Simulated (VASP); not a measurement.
LaH3: single point with BLYP+D3(BJ)

The system is LaH3.

```
CELL_PARAMETERS angstrom
0.00000 2.75507 2.75507
2.75507 0.00000 2.75507
2.75507 2.75507 0.00000
ATOMIC_POSITIONS crystal
La 0.00000 0.00000 0.00000
H 0.50000 0.50000 0.50000
H 0.75000 0.75000 0.75000
H 0.25000 0.25000 0.25000
```

```
Program                : VASP 6.6.1
Task                   : single point
Functional             : BLYP
Dispersion             : D3(BJ)
Potentials or basis    : VASP PAW PBE potentials, release 64 (La, H)
Cutoff                 : 500 eV
k mesh                 : 7 × 7 × 7
Occupations            : fermi-dirac, width 0.05 eV
Spin                   : no spin polarisation
Dipole correction      : no
Further INCAR settings : ALGO = Normal; EDIFF = 1e-06; NBANDS = 15
```

| Item | Value |
| --- | --- |
| Pressure | -0.4 GPa |
| Band gap on the k mesh | 0.23 eV (least direct gap 0.35 eV) |
| Dispersion energy per atom | -0.418 eV |

Levels at points of the mesh, in eV from the valence-band top:
| k point | band 5 | band 6 | band 7 | band 8 | band 9 | band 10 |
| --- | --- | --- | --- | --- | --- | --- |
| (0.00, 0.00, 0.00) | -8.23 | -3.47 | 0.00 | 0.35 | 0.35 | 0.35 |

Run time: 57 s on 1 thread of AMD EPYC 7R43 64-Core Processor (Zen 3), on a shared host, peak memory 0.14 GiB.

Caveat: the PAW data sets were made with another functional, which shifts forces and pressure a little; spin-orbit coupling is left out, which moves the levels of the heavy elements; an odd mesh through Γ misses points on the zone boundary, where band edges can lie.
